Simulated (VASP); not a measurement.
Write the native input for VASP 6.6.1 that does the following.

| Property | Result |
| --- | --- |
| Task | density of states |
| Functional | PBE |
| Potentials or basis | VASP PAW PBE potentials, release 64 (Lu, Be) |
| Cutoff | 520 eV |
| k mesh | 8 × 8 × 8 |
| Occupations | gaussian, width 0.1 eV |
| Spin | no spin polarisation |
| Dipole correction | no |
| k mesh for the DOS | 12 × 12 × 12 |
| Occupations for the DOS | tetrahedron |
| Further INCAR settings | ALGO = Normal; EDIFF = 1e-06; NBANDS = 28 |

The system is LuBe6.

```xyz
7
Lattice="4.6991 0.0000 0.0000 0.0000 4.6991 0.0000 0.0000 0.0000 4.6991" Properties=species:S:1:pos:R:3 pbc="T T T"
Lu    2.3496    2.3496    2.3496
Be    0.0000    0.0000    1.4274
Be    0.0000    0.0000    3.2717
Be    1.4274    0.0000    0.0000
Be    3.2717    0.0000    0.0000
Be    0.0000    1.4274    0.0000
Be    0.0000    3.2717    0.0000
```

The input as run:

POSCAR

```
LuBe6
1.0
    4.6991311516      0.0000000000      0.0000000000
    0.0000000000      4.6991311516      0.0000000000
    0.0000000000      0.0000000000      4.6991311516
Lu Be
1 6
Direct
    0.5000000000      0.5000000000      0.5000000000
    0.0000000000      0.0000000000      0.3037671122
    0.0000000000      0.0000000000      0.6962328878
    0.3037671122      0.0000000000      0.0000000000
    0.6962328878      0.0000000000      0.0000000000
    0.0000000000      0.3037671122      0.0000000000
    0.0000000000      0.6962328878      0.0000000000
```

INCAR.step1

```
  PREC = Accurate
  ENCUT = 520
  EDIFF = 1E-6
  ISMEAR = 0
  SIGMA = 0.1
  LREAL = F
  LASPH = T
  NELM = 100
  ALGO = Normal
  ISIF = 2
  LWAVE = F
  LCHARG = T
  GGA = PE
  NBANDS = 28
```

KPOINTS.step1

```
regular mesh
0
Gamma
  8 8 8
```

INCAR.step2

```
  PREC = Accurate
  ENCUT = 520
  EDIFF = 1E-6
  ISMEAR = -5
  SIGMA = 0.1
  LREAL = F
  LASPH = T
  NELM = 100
  ALGO = Normal
  ISIF = 2
  LWAVE = F
  LCHARG = F
  GGA = PE
  LORBIT = 10
  NBANDS = 28
  NEDOS = 1001
  ICHARG = 11
```

KPOINTS.step2

```
regular mesh
0
Gamma
  12 12 12
```

Potentials or basis: VASP PAW PBE potentials, release 64 (Lu, Be).

Command:

```sh
$ cat potpaw_PBE.64/Lu/POTCAR potpaw_PBE.64/Be/POTCAR > POTCAR
$ cp INCAR.step1 INCAR
$ cp KPOINTS.step1 KPOINTS
$ mpirun -np 1 vasp_std > vasp.out
$ cp INCAR.step2 INCAR
$ cp KPOINTS.step2 KPOINTS
$ mpirun -np 1 vasp_std > vasp.out
```

Results of the run:

* Valence electrons inside the program's atomic spheres: Lu 22.69; Be 1.20

Caveat: spin-orbit coupling is left out, which moves the levels of the heavy elements.

Wall time 3.1 min on 1 thread of Intel(R) Xeon(R) Platinum 8488C (Sapphire Rapids) (shared host), peak memory 0.37 GiB.
